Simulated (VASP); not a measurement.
A run of VASP 6.6.1 is set up as follows.

Contents of INCAR:

```
PREC = Accurate
ENCUT = 520
EDIFF = 1E-7
ISMEAR = 0
SIGMA = 0.1
LREAL = F
LASPH = T
NELM = 150
ALGO = Normal
ISIF = 2
LWAVE = F
LCHARG = F
ISPIN = 2
MAGMOM = 1 0 0 0 0 0
LORBIT = 11
LMAXMIX = 4
GGA = PE
NBANDS = 32
```

File KPOINTS:

```
regular mesh
0
Gamma
  6 6 2
```

The input POSCAR:

```
ScSiS4
1.0
    4.5887319330      0.0000000000      0.0000000000
   -2.2943659665      3.9739584251      0.0000000000
    0.0000000000      0.0000000000      9.8613532531
Sc Si S
1 1 4
Direct
    0.0000000000      0.0000000000      0.5000000000
    0.0000000000      0.0000000000      0.0000000000
    0.3333333333      0.6666666667      0.5000000000
    0.6666666667      0.3333333333      0.5000000000
    0.0000000000      0.0000000000      0.1970108564
    0.0000000000      0.0000000000      0.8029891436
```

Potentials or basis: VASP PAW PBE potentials, release 64 (Sc_sv, Si, S).

Command:

```sh
$ cat potpaw_PBE.64/Sc_sv/POTCAR potpaw_PBE.64/Si/POTCAR potpaw_PBE.64/S/POTCAR > POTCAR
$ mpirun -np 1 vasp_std > vasp.out
```

Predict the pressure.

-0.1 GPa.

What does it give for the net moment?

0.00 μB per cell.

Forces on the atoms (eV/Å):
```
Sc   0.000  0.000  0.000
Si   0.000  0.000  0.000
S    0.000  0.000  0.000
S    0.000  0.000  0.000
S    0.000  0.000 -0.069
S    0.000  0.000  0.069
```
